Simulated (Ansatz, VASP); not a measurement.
Two plane-wave programs on Ni2F

```xyz
6
Lattice="3.3770 0.0000 0.0000 0.0000 3.3770 0.0000 0.0000 0.0000 6.2094" Properties=species:S:1:pos:R:3 pbc="T T T"
Ni    0.0000    0.0000    0.0000
Ni    1.6885    1.6885    0.0000
Ni    0.0000    1.6885    1.7120
Ni    1.6885    0.0000    4.4973
F     0.0000    1.6885    3.6697
F     1.6885    0.0000    2.5397
```

Alike in both runs: functional PBE; k mesh 6 × 6 × 4; occupations gaussian, width 0.1 eV; collinear spin.

Ansatz relaxed the structure, and its values are those at the end. VASP's run is a single point on that final structure, the one shown.

```csv
,VASP,Ansatz
version,VASP 6.6.1,Ansatz 0.2.0
potentials or method,"VASP PAW PBE potentials, release 64 (Ni, F), cutoff 520 eV","scalar-relativistic, plane waves, PAW"
valence electrons in the cell,54,86
```

```tsv
	VASP	Ansatz	Ansatz less VASP
gap on the k mesh at the Fermi level (eV)	none	none	-
pressure (GPa)	-0.2	0.0	+0.16
rms of the force components (eV/Å)	0.031	0.006	-0.0251
net moment per atom (μB)	0.68	0.69	+0.008
size of the moment on the site where the two differ most (μB)	0.84	0.89	+0.054
```

Site moments also hang on the region over which each program counts them. A gap of «none» marks a metal or a gap that the smearing closes. With one functional, cell and mesh, what is left measures potentials, basis and numerics. VASP's potentials hold 54 valence electrons a cell and Ansatz's 86, so a difference there can come from the potentials and not from the codes.
